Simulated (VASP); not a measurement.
Write the native input for VASP 6.6.1 that does the following.

| Quantity | Value |
| --- | --- |
| Task | single point |
| Functional | r2SCAN |
| Potentials or basis | VASP PAW PBE potentials, release 64 (Ti_sv, C_h) |
| Cutoff | 1430 eV |
| k mesh | 3 × 3 × 3 |
| Occupations | gaussian, width 0.1 eV |
| Spin | no spin polarisation |
| Dipole correction | no |
| Further INCAR settings | ALGO = Normal; EDIFF = 1e-06; NBANDS = 21 |

The system is Ti2C.

```
Ti C
1.0
     1.54070    0.88952    4.81377
    -1.54070    0.88952    4.81377
     0.00000   -1.77905    4.81377
Ti C
2 1
Cartesian
  0.0000 0.0000 3.5453
  0.0000 0.0000 10.8960
  0.0000 0.0000 7.2207
```

One way to write it, as run:

POSCAR

```
Ti2C
1.0
    1.5406981810      0.8895225095      4.8137698526
   -1.5406981810      0.8895225095      4.8137698526
    0.0000000000     -1.7790450190      4.8137698526
Ti C
2 1
Direct
    0.2454978300      0.2454978300      0.2454978300
    0.7545021700      0.7545021700      0.7545021700
    0.5000000000      0.5000000000      0.5000000000
```

INCAR.step1

```
SYSTEM = Ti2C
ALGO = Normal
EDIFF = 1E-5
ENCUT = 1430
GGA = PE
GGA_COMPAT = .FALSE.
ISMEAR = 0
LASPH = .TRUE.
LCHARG = .FALSE.
LREAL = .FALSE.
LWAVE = .TRUE.
NBANDS = 21
NELM = 120
PREC = Accurate
SIGMA = 0.1
```

INCAR.step2

```
SYSTEM = Ti2C
ALGO = Normal
EDIFF = 1E-6
ENCUT = 1430
GGA_COMPAT = .FALSE.
ISIF = 2
ISMEAR = 0
ISTART = 1
LASPH = .TRUE.
LCHARG = .FALSE.
LMIXTAU = .TRUE.
LREAL = .FALSE.
LWAVE = .FALSE.
METAGGA = R2SCAN
NBANDS = 21
NELM = 120
PREC = Accurate
SIGMA = 0.1
```

KPOINTS

```
k-points
0
G
  3 3 3
  0 0 0
```

Potentials or basis: VASP PAW PBE potentials, release 64 (Ti_sv, C_h).

Launch:

```console
$ cat potpaw_PBE.64/Ti_sv/POTCAR potpaw_PBE.64/C_h/POTCAR > POTCAR
$ cp INCAR.step1 INCAR
$ mpirun -np 1 vasp_std > vasp.out
$ cp INCAR.step2 INCAR
$ mpirun -np 1 vasp_std > vasp.out
```

It gave:

- Pressure: -0.5 GPa
- Largest force: 0.035 eV/Å
- Band gap on the k mesh: zero (bands 14 and 15 overlap by 0.47 eV)

Caveat: the k points lie up to 0.80 Å⁻¹ apart; the PAW data sets were made with another functional, which shifts forces and pressure a little.

Wall time 4.6 min on 1 thread of Intel(R) Xeon(R) Platinum 8488C (Sapphire Rapids), on a shared host, peak memory 0.64 GiB.
